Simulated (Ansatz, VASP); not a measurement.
## MgZn2O4: VASP beside Ansatz

```xyz
7
Lattice="2.7141 0.0563 0.0290 1.4452 4.6665 -0.0211 0.0772 1.0461 5.0892" Properties=species:S:1:pos:R:3 pbc="T T T"
Mg    2.0797    2.3614    0.0039
Zn    2.1266    1.0803    3.7072
Zn    2.1101    4.6886    1.3898
O     3.3890    3.6506    0.7194
O     2.0741    4.5390    3.5481
O     0.8476    2.1184    4.3777
O     2.1625    1.2299    1.5490
```

Alike in both runs: task single point; functional PBEsol; k mesh 8 × 4 × 4; occupations gaussian, width 0.1 eV; collinear spin.

|  | VASP | Ansatz |
| --- | --- | --- |
| version | VASP 6.6.1 | Ansatz 0.2.0 |
| potentials or method | VASP PAW PBE potentials, release 64 (Mg_sv, Zn, O), cutoff 750 eV | scalar-relativistic, plane waves, PAW |
| valence electrons in the cell | 58 | 58 |

Ansatz gave:

```
gap on the k mesh at the Fermi level (eV)                     : none
pressure (GPa)                                                : 43.7
traceless stress, the component that is largest in VASP (GPa) : -20.22
rms of the force components (eV/Å)                            : 1.848
net moment per atom (μB)                                      : 0.22
size of the moment on the site where the two differ most (μB) : 0.27
```

**Question.** Which values does VASP return?

**Answer.** gap on the k mesh at the Fermi level (eV): none; pressure (GPa): 45.7; traceless stress, the component that is largest in VASP (GPa): -21.18; rms of the force components (eV/Å): 1.936; net moment per atom (μB): 0.22; size of the moment on the site where the two differ most (μB): 0.29.

VASP's potentials were made for PBE, not for PBEsol. Site moments also hang on the region over which each program counts them. Atom by atom the forces differ by 0.105 eV/Å (rms over components). A gap of «none» marks a metal or a gap that the smearing closes. Both programs put the cell under a high pressure, so it lies far from rest at this level. With one functional, cell and mesh, what is left measures potentials, basis and numerics.
